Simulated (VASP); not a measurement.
The system is Si2Ni.

```
Si Ni
1.0
     3.65694    0.00000    0.00000
     0.00000    3.65694    0.00000
     0.00000    0.00000    3.10122
Si Ni
2 1
Direct
  0.00000 0.50000 0.50000
  0.50000 0.00000 0.50000
  0.00000 0.00000 0.00000
```

* Program: VASP 6.6.1
* Task: relaxation of cell and atoms
* Functional: PBE
* Potentials or basis: VASP PAW PBE potentials, release 64 (Si, Ni)
* Cutoff: 600 eV
* k mesh: 6 × 6 × 6
* Occupations: gaussian, width 0.1 eV
* Spin: no spin polarisation

At the start: pressure 0.1 GPa; volume 13.82 Å³/atom.

Q: How do energy, volume and symmetry change on relaxing?

A: Over 4 steps the energy falls by 9.8 meV/atom and the volume is 13.89 Å³/atom (+0.4 %); space group P4/mmm (No. 123, to 0.05 Å).

The path:
```csv
step,energy change (eV),largest force (eV/Å),pressure (GPa),volume (Å³)
1,0.0000,0.0000,0.10,41.47
2,-0.0098,0.0000,0.13,41.52
3,-0.0175,0.0000,0.09,41.59
4,-0.0295,0.0000,0.11,41.66
```

Final structure:
```
Si Ni
1.0
     3.54926    0.00000    0.00000
     0.00000    3.54926    0.00000
     0.00000    0.00000    3.30679
Si Ni
2 1
Direct
  0.00000 0.50000 0.50000
  0.50000 0.00000 0.50000
  0.00000 0.00000 0.00000
```
